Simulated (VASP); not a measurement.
Input of a VASP 6.6.1 run:

The input INCAR:

```
PREC = Accurate
ENCUT = 500
EDIFF = 1E-7
ISMEAR = 0
SIGMA = 0.01
LREAL = F
LASPH = T
NELM = 120
ALGO = Normal
ISIF = 3
LWAVE = F
LCHARG = F
GGA = PS
IBRION = 2
NSW = 100
EDIFFG = -0.002
PSTRESS = 40.0
GGA_COMPAT = F
NELMIN = 4
```

File KPOINTS:

```
regular mesh
0
Gamma
  8 8 8
```

The input POSCAR:

```
AgCl
1.0
    0.0000000000      2.7237519363      2.7237519363
    2.7237519363      0.0000000000      2.7237519363
    2.7237519363      2.7237519363      0.0000000000
Ag Cl
1 1
Direct
    0.0000000000      0.0000000000      0.0000000000
    0.5000000000      0.5000000000      0.5000000000
```

Potentials or basis: VASP PAW PBE potentials, release 64 (Ag, Cl).

Run with:

```bash
$ cat potpaw_PBE.64/Ag/POTCAR potpaw_PBE.64/Cl/POTCAR > POTCAR
$ mpirun -np 1 vasp_std > vasp.out
```

Q: Predict the band gap on the k mesh.

A: 0.73 eV (least direct gap 3.47 eV).

Q: Estimate the space group after relaxing (to 0.1 Å).

A: Fm-3m (No. 225).

Q: What does it give for the relaxed cell?

A: a = 3.773 Å, b = 3.773 Å, c = 3.773 Å, α = 60.00°, β = 60.00°, γ = 60.00°.

Q: Estimate the relaxed volume.

A: 19.00 Å³/atom.

Step by step:
| step | energy change (eV) | largest force (eV/Å) | pressure (GPa) | volume (Å³) |
| --- | --- | --- | --- | --- |
| 1 | 0.0000 | 0.0000 | -0.09 | 40.41 |
| 2 | 0.0425 | 0.0000 | 5.12 | 37.47 |
| 3 | 0.0276 | 0.0000 | 4.00 | 37.99 |

Caveat: the cell is relaxed towards a set pressure, so the run minimises the enthalpy, not the energy; the PAW data sets were made with another functional, which shifts forces and pressure a little. A k mesh can miss the band edges.
